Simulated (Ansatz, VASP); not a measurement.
Two plane-wave programs on Mo

INCAR

```
PREC     = Accurate       # precision mode
ENCUT    = 520            # plane-wave cutoff, eV
EDIFF    = 1E-6           # SCF threshold, eV
ISMEAR   = 0              # smearing method
SIGMA    = 0.15           # smearing width, eV
LREAL    = F              # projectors in reciprocal space
LASPH    = T              # aspherical terms in the spheres
NELM     = 60             # most SCF steps
ALGO     = Normal         # electronic algorithm
ISIF     = 2              # what is computed and relaxed
LWAVE    = F              # write WAVECAR
LCHARG   = F              # write CHGCAR
GGA      = PE             # functional
NBANDS   = 13             # bands
```

The input KPOINTS:

```
Automatic mesh
0
Gamma
  20 20 20
```

Contents of POSCAR:

```
Mo
1.0
    0.0000000000      1.9344000000      1.9344000000
    1.9344000000      0.0000000000      1.9344000000
    1.9344000000      1.9344000000      0.0000000000
Mo
1
Direct
    0.0000000000      0.0000000000      0.0000000000
```

Input for Ansatz:

```yaml
crystal:
  lattice:
    - [0.0, 1.9344, 1.9344]
    - [1.9344, 0.0, 1.9344]
    - [1.9344, 1.9344, 0.0]
  atoms:
    - { symbol: Mo, position: [0.0, 0.0, 0.0] }
basis:
  ecutwfc: 420
kpoints:
  mp_grid: { grid: [20, 20, 20] }
hamiltonian:
  xc: pbe
scf:
  occupations: { method: gaussian, width: 0.15 }
output:
  forces: true
  stress: true
  eigenvalues: true
```

Change from the starting cell: strain -0.040 along x and y, -0.040 along z, atoms carried along.

Alike in both runs: task single point; functional PBE; k mesh 20 × 20 × 20; occupations gaussian, width 0.15 eV; no spin polarisation.

|  | VASP | Ansatz |
| --- | --- | --- |
| version | VASP 6.6.1 | Ansatz 0.2.0 |
| potentials or method | VASP PAW PBE potentials, release 64 (Mo_sv), cutoff 520 eV | scalar-relativistic, plane waves, PAW |
| valence electrons in the cell | 14 | 14 |

```tsv
	VASP	Ansatz	Ansatz less VASP
gap on the k mesh at the Fermi level (eV)	none	none	-
pressure (GPa)	30.5	29.8	-0.73
```

A gap of «none» marks a metal or a gap that the smearing closes. Both programs put the cell under a high pressure, so it lies far from rest at this level.
